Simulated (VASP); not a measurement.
Input of a VASP 6.6.1 run:

INCAR

```
SYSTEM = InAs3
PREC = Accurate ; ENCUT = 520
EDIFF = 1E-6 ; ISMEAR = 0
SIGMA = 0.1 ; LREAL = .FALSE.
LASPH = .TRUE. ; NELM = 80
ALGO = Normal ; ISIF = 2
LWAVE = .FALSE. ; LCHARG = .TRUE.
GGA = PE ; LELF = .TRUE.
LVHAR = .TRUE. ; NBANDS = 22
```

File KPOINTS:

```
Automatic mesh
0
G
  14 14 14
  0 0 0
```

File POSCAR:

```
InAs3
1.0
   -2.4322216873      2.4322216873      3.5226169366
    2.4322216873     -2.4322216873      3.5226169366
    2.4322216873      2.4322216873     -3.5226169366
In As
1 3
Direct
    0.0000000000      0.0000000000      0.0000000000
    0.5000000000      0.5000000000      0.0000000000
    0.7500000000      0.2500000000      0.5000000000
    0.2500000000      0.7500000000      0.5000000000
```

Potentials or basis: VASP PAW PBE potentials, release 64 (In_d, As).

Command:

```sh
$ cat potpaw_PBE.64/In_d/POTCAR potpaw_PBE.64/As/POTCAR > POTCAR
$ mpirun -np 1 vasp_std > vasp.out
```

Task: Predict the pressure.

Result: 0.0 GPa.

Task: What does it give for the band gap on the k mesh?

Result: Zero (band 14 reaches 7.82 eV, above the bottom of band 15 at 4.66 eV).

Caveat: spin-orbit coupling is left out, which moves the levels of the heavy elements.
